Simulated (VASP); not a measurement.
# BeS (anti NiAs type) (P6_3/mmc) in VASP: a series of runs

The runs below take BeS (anti NiAs type) through relaxation of cell and atoms, single point, with PBE.

All numbers are computed with VASP 6.6.1; they aren't measurements. Logs are shortened: lines on timing, memory, paths and dates and some standing lists are left out, and cuts for length are marked.

## (1) The cell of the first run

The structure is hexagonal, space group P6_3/mmc (No. 194). Conventional cell: a = 3.363 Å, b = 3.363 Å, c = 5.212 Å, α = 90.00°, β = 90.00°, γ = 120.00°. Within 3.1 Å of S (site symmetry -3m) lie 6 Be at 2.34 Å and 2 S at 2.61 Å. Within 3.1 Å of Be (site symmetry -6m2) lie 6 S at 2.34 Å.

## (2) Relaxation of cell and atoms, PBE, target pressure -2.9 GPa, at which the enthalpy is minimised

The input, INCAR:

```
PREC = Accurate
ENCUT = 600
EDIFF = 1E-6
ISMEAR = -1
SIGMA = 0.08
LREAL = False
LASPH = True
NELM = 60
ALGO = Normal
ISIF = 3
LWAVE = False
LCHARG = False
GGA = PE
IBRION = 2
NSW = 60
EDIFFG = -0.005
PSTRESS = -29.0
```

The input, KPOINTS:

```
regular mesh
0
Gamma
  12 12 7
```

The input, POSCAR:

```
BeS
1.0
    3.3626857245      0.0000000000      0.0000000000
   -1.6813428623      2.9121712624      0.0000000000
    0.0000000000      0.0000000000      5.2121628730
S Be
2 2
Direct
    0.0000000000      0.0000000000      0.0000000000
    0.0000000000      0.0000000000      0.5000000000
    0.3333333333      0.6666666667      0.2500000000
    0.6666666667      0.3333333333      0.7500000000
```

Potentials or basis: VASP PAW PBE potentials, release 64 (S, Be).

Started as:

```bash
> cat potpaw_PBE.64/S/POTCAR potpaw_PBE.64/Be/POTCAR > POTCAR
> mpirun -np 1 vasp_std > vasp.out
```

OUTCAR:

```text
PREC = Accurate
   ENCUT = 600
   EDIFF = 1E-6
   ISMEAR = -1
   LREAL = False
   LASPH = True
   NELM = 60
   ISIF = 3
   GGA = PE
   IBRION = 2
   NSW = 60
   EDIFFG = -0.005
   PSTRESS = -29.0

 ion  position               nearest neighbor table
   1  0.000  0.000  0.000-   3 2.34   4 2.34   4 2.34   3 2.34   4 2.34   3 2.34   2 2.61   2 2.61

   2  0.000  0.000  0.500-   3 2.34   4 2.34   4 2.34   3 2.34   4 2.34   3 2.34   1 2.61   1 2.61

   3  0.333  0.667  0.250-   1 2.34   2 2.34   1 2.34   2 2.34   1 2.34   2 2.34
   4  0.667  0.333  0.750-   1 2.34   2 2.34   1 2.34   2 2.34   1 2.34   2 2.34

  LATTYP: Found a hexagonal cell.
 ALAT       =     3.3626857245
 C/A-ratio  =     1.5500000000

  Lattice vectors:

 A1 = (   3.3626857245,   0.0000000000,   0.0000000000)
 A2 = (  -1.6813428623,   2.9121712624,   0.0000000000)
 A3 = (   0.0000000000,   0.0000000000,   5.2121628730)

Analysis of symmetry for initial positions (statically):
=====================================================================
 Subroutine PRICEL returns:
 Original cell was already a primitive cell.

 Routine SETGRP: Setting up the symmetry group for a
 hexagonal supercell.

 Subroutine GETGRP returns: Found 24 space group operations
 (whereof 12 operations were pure point group operations)
 out of a pool of 24 trial point group operations.

The static configuration has the point symmetry D_3d.
 The point group associated with its full space group is D_6h.

Analysis of symmetry for dynamics (positions and initial velocities):
=====================================================================
 Subroutine PRICEL returns:
 Original cell was already a primitive cell.

 Routine SETGRP: Setting up the symmetry group for a
 hexagonal supercell.

 Subroutine GETGRP returns: Found 24 space group operations
 (whereof 12 operations were pure point group operations)
 out of a pool of 24 trial point group operations.

The dynamic configuration has the point symmetry D_3d.
 The point group associated with its full space group is D_6h.

 Subroutine INISYM returns: Found 24 space group operations
 (whereof 12 operations are pure point group operations),
 and found     1 'primitive' translations

----------------------------------------------------------------------------------------

                                     Primitive cell

  volume of cell :      51.0412

  direct lattice vectors                    reciprocal lattice vectors
     3.362685724  0.000000000  0.000000000     0.297381344  0.171693199  0.000000000
    -1.681342862  2.912171262  0.000000000     0.000000000  0.343386398  0.000000000
     0.000000000  0.000000000  5.212162873     0.000000000  0.000000000  0.191858932

  length of vectors
     3.362685724  3.362685725  5.212162873     0.343386398  0.343386398  0.191858932

  position of ions in fractional coordinates (direct lattice)
     0.000000000  0.000000000  0.000000000
     0.000000000  0.000000000  0.500000000
     0.333333333  0.666666667  0.250000000
     0.666666667  0.333333333  0.750000000

  ion indices of the primitive-cell ions
   primitive index   ion index
                 1           1
                 2           2
                 3           3
                 4           4

----------------------------------------------------------------------------------------

 KPOINTS: regular mesh

Automatic generation of k-mesh.
 Grid dimensions read from file:
 generate k-points for:   12   12    7

 Generating k-lattice:

  Cartesian coordinates                     Fractional coordinates (reciprocal lattice)
     0.024781779  0.014307767  0.000000000     0.083333333  0.000000000  0.000000000
     0.000000000  0.028615533  0.000000000     0.000000000  0.083333333  0.000000000
     0.000000000  0.000000000  0.027408419     0.000000000  0.000000000  0.142857143

  Length of vectors
     0.028615533  0.028615533  0.027408419

  Shift w.r.t. Gamma in fractional coordinates (k-lattice)
     0.000000000  0.000000000  0.000000000

 Subroutine IBZKPT returns following result:
 ===========================================

 Found     76 irreducible k-points:

 Following reciprocal coordinates:
            Coordinates               Weight
  0.000000  0.000000  0.000000      1.000000
  0.083333 -0.000000  0.000000      6.000000
  0.166667  0.000000  0.000000      6.000000
  0.250000 -0.000000  0.000000      6.000000
  0.333333 -0.000000  0.000000      6.000000
  0.416667 -0.000000  0.000000      6.000000
[... 16 lines left out ...]
  0.250000 -0.000000  0.142857     12.000000
  0.333333 -0.000000  0.142857     12.000000
 [... further k-points ...]
   k-points           NKPTS =     76   k-points in BZ     NKDIM =     76   number of bands    NBANDS=     12
   number of dos      NEDOS =    301   number of ions     NIONS =      4
   total plane-waves  NPLWV =  32928
   dimension x,y,z NGX =    28 NGY =   28 NGZ =   42
   dimension x,y,z NGXF=    56 NGYF=   56 NGZF=   84
   ions per type =               2   2
   NGX,Y,Z   is equivalent  to a cutoff of  13.84, 13.84, 13.40 a.u.
   NGXF,Y,Z  is equivalent  to a cutoff of  27.69, 27.69, 26.79 a.u.
 SYSTEM =  unknown system
   PREC   = accura    normal or accurate (medium, high low for compatibility)
   ISTART =      0    job   : 0-new  1-cont  2-samecut
   ICHARG =      2    charge: 1-file 2-atom 10-const
   ISPIN  =      1    spin polarized calculation?
   LNONCOLLINEAR =      F non collinear calculations
   LSORBIT =      F    spin-orbit coupling
   LASPH  =      T    aspherical Exc in radial PAW
   ENCUT  =  600.0 eV  44.10 Ry    6.64 a.u.   6.72  6.72 10.41*2*pi/ulx,y,z
   NELM   =     60;   NELMIN=  2; NELMDL= -5     # of ELM steps
   EDIFF  = 0.1E-05   stopping-criterion for ELM
   LREAL  =      F    real-space projection
   EDIFFG = -.5E-02   stopping-criterion for IOM
   NSW    =     60    number of steps for IOM
   IBRION =      2    ionic relax: 0-MD 1-quasi-New 2-CG
   NFREE  =      1    steps in history (QN), initial steepest desc. (CG)
   ISIF   =      3    stress and relaxation
   ISYM   =      2    0-nonsym 1-usesym 2-fastsym
   POTIM  = 0.5000    time-step for ionic-motion
   TEBEG  =    0.0;   TEEND  =   0.0 temperature during run
   PSTRESS=  -29.0 pullay stress
   NELECT =      16.0000    total number of electrons
   NUPDOWN=      -1.0000    fix difference up-down
   EMIN   =  10.00;   EMAX   =-10.00  energy-range for DOS
   EFERMI =   0.00;   METHOD = LEGACY
   ISMEAR =    -1;   SIGMA  =   0.08  broadening in eV -4-tet -1-fermi 0-gaus
   EFERMI_NEDOS =   21; number of points for ismear=-14 and -15
   IALGO  =     38    algorithm
   IMIX   =      4    mixing-type and parameters
     AMIX     =   0.40;   BMIX     =  1.00
     AMIX_MAG =   1.60;   BMIX_MAG =  1.00
  volume/ion in A,a.u.               =      12.76        86.11
  Fermi-wavevector in a.u.,A,eV,Ry     =   1.112093  2.101551 16.827016  1.236751
  Thomas-Fermi vector in A             =   2.248663
   LORBIT       =      0    0 simple, 1 ext, 2 COOP (PROOUT), +10 PAW based schemes
   GGA     = PE    functional components
   LHFCALC =     F    Hartree Fock is set to
   AEXX    =    0.0000 exact exchange contribution
   IVDW    =     0    specifies the selected vdW correction
   LEPSILON=     F    determine dielectric tensor
   LRPA    =     F    only Hartree local field effects (RPA)
 conjugate gradient relaxation of ions
 non-spin polarized calculation
  energy-cutoff  :      600.00
  volume of cell :       51.04
 maximum number of plane-waves:      1737
 NGX is ok and might be reduce to    28
   NGX = 13   NGY = 13   NGZ = 21

--------------------------------------- Ionic step        1  -------------------------------------------

 number of electron      16.0000001 magnetization

 Free energy of the ion-electron system (eV)
  ---------------------------------------------------
  ext. energy  EPLUGINS =         0.00000000
  ---------------------------------------------------
  free energy    TOTEN  =       -15.55377492 eV

  energy without entropy =      -15.53552932  energy(sigma->0) =      -15.54465212

------------------------ aborting loop because EDIFF is reached ----------------------------------------

  FORCE on cell =-STRESS in cart. coord.  units (eV):
  Direction    XX          YY          ZZ          XY          YZ          ZX
  --------------------------------------------------------------------------------------
  -------------------------------------------------------------------------------------
  Total       -2.6531513     -2.6531513      9.4086397      0.0000000      0.0000000     -0.0000000
  in kB      -83.2820557    -83.2820557    295.3359054      0.0000000      0.0000000     -0.0000000
  external PRESSURE =      71.9239314 kB  Pullay stress =     -29.0000000 kB
[... 225 lines left out ...]
  enthalpy is  TOTEN    =       -17.2043224134 eV   P V=       -0.9843074076

--------------------------------------- Ionic step        7  -------------------------------------------

 number of electron      16.0000002 magnetization

 Free energy of the ion-electron system (eV)
  ---------------------------------------------------
  ext. energy  EPLUGINS =         0.00000000
  ---------------------------------------------------
  free energy    TOTEN  =       -16.21979783 eV

  energy without entropy =      -16.19551139  energy(sigma->0) =      -16.20765461

 E-fermi :   6.2955     XC(G=0): -10.2235

 val. band max:        6.2787587152   @ k =   0.4167   0.1667   0.1429
 cond. band min:       6.3210451008   @ k =   0.3333   0.0833   0.0000
 fundamental gap:      0.0422863856
 Fermi energy:         6.2955257301

 k-point     1 :       0.0000    0.0000    0.0000
  band No.  band energies     occupation
      1      -8.9152      2.00000
      2      -7.1390      2.00000
      3      -1.6542      2.00000
      4       4.8917      2.00000
      5       5.1572      2.00000
      6       5.1572      2.00000
      7       6.5653      0.06639
      8       6.5653      0.06639
      9       9.1883      0.00000
     10      10.4771      0.00000
     11      10.4771      0.00000
     12      11.8631      0.00000
[... 331 lines left out ...]
 k-point    24 :       0.3333   -0.0000    0.1429
  band No.  band energies     occupation
      1      -7.6793      2.00000
      2      -6.0857      2.00000
      3      -0.2132      2.00000
      4       0.3100      2.00000
      5       1.8794      2.00000
      6       3.7357      2.00000
      7       5.4276      1.99996
      8       5.4490      1.99995
      9       7.0586      0.00014
     10       9.3092      0.00000
     11      10.3759      0.00000
     12      10.4566      0.00000

 [... further k-points ...]

------------------------ aborting loop because EDIFF is reached ----------------------------------------

  FORCE on cell =-STRESS in cart. coord.  units (eV):
  Direction    XX          YY          ZZ          XY          YZ          ZX
  --------------------------------------------------------------------------------------
  -------------------------------------------------------------------------------------
  Total       -0.9755393     -0.9755393     -0.9818563      0.0000000      0.0000000      0.0000000
  in kB      -28.7351621    -28.7351621    -28.9212351      0.0000000      0.0000000      0.0000000
  external PRESSURE =       0.2028136 kB  Pullay stress =     -29.0000000 kB
[... 19 lines left out ...]
  FREE ENERGIE OF THE ION-ELECTRON SYSTEM (eV)
  ---------------------------------------------------
  free  energy   TOTEN  =       -16.2197978311 eV

  energy  without entropy=      -16.1955113867  energy(sigma->0) =      -16.20765461

  enthalpy is  TOTEN    =       -17.2043281678 eV   P V=       -0.9845303367

 reached required accuracy - stopping structural energy minimisation
```

Run time: 1.7 min. Hardware: 1 thread of AMD EPYC 9R45 (Zen 5), shared host; peak memory 0.18 GiB.

Results:

- Free energy: -16.2198 eV
- Relaxed volume: 13.60 Å³/atom
- Relaxed cell: a = 3.259 Å, b = 3.259 Å, c = 5.915 Å, α = 90.00°, β = 90.00°, γ = 120.00°
- Space group after relaxing (to 0.1 Å): P6_3/mmc (No. 194)
- Energy change on relaxing (the run minimises the enthalpy): -166.5 meV/atom
- Ionic steps: 7
- Pressure after relaxing: -2.9 GPa
- Band gap on the k mesh: zero (bands 8 and 9 overlap by 0.42 eV)

Step by step:
```csv
step,energy change (eV),largest force (eV/Å),pressure (GPa),volume (Å³)
1,0.0000,0.0000,4.29,51.04
2,-0.6447,0.0000,-3.58,55.03
3,-0.6431,0.0000,-4.21,55.39
4,-0.6640,0.0000,-3.02,54.50
5,-0.6658,0.0000,-2.90,54.40
6,-0.6662,0.0000,-2.86,54.38
7,-0.6660,0.0000,-2.88,54.39
```

Final structure:
```cif
data_structure
_symmetry_space_group_name_H-M 'P 1'
_symmetry_Int_Tables_number 1
_cell_length_a 3.2585
_cell_length_b 3.2585
_cell_length_c 5.9153
_cell_angle_alpha 90.000
_cell_angle_beta 90.000
_cell_angle_gamma 120.000
_cell_volume 54.39
loop_
_atom_site_label
_atom_site_type_symbol
_atom_site_fract_x
_atom_site_fract_y
_atom_site_fract_z
_atom_site_occupancy
S1 S 0.00000 0.00000 0.00000 1
S2 S 0.00000 0.00000 0.50000 1
Be1 Be 0.33333 0.66667 0.25000 1
Be2 Be 0.66667 0.33333 0.75000 1
```

Levels at points of the mesh, in eV from the Fermi level:
```csv
k point,band 4,band 5,band 6,band 7,band 8,band 9,band 10,band 11,band 12
"(0.00, 0.00, 0.00)",-1.40,-1.14,-1.14,0.27,0.27,2.89,4.18,4.18,5.57
"(0.50, 0.00, 0.00)",-6.17,-5.55,-2.97,-0.97,-0.83,0.34,2.45,3.29,3.52
```

Caveat: the cell is relaxed towards a set pressure, so the run minimises the enthalpy, not the energy; semilocal functionals underestimate gaps, so a narrow gap can read as zero.

(Part 1 of 2 ends here.)
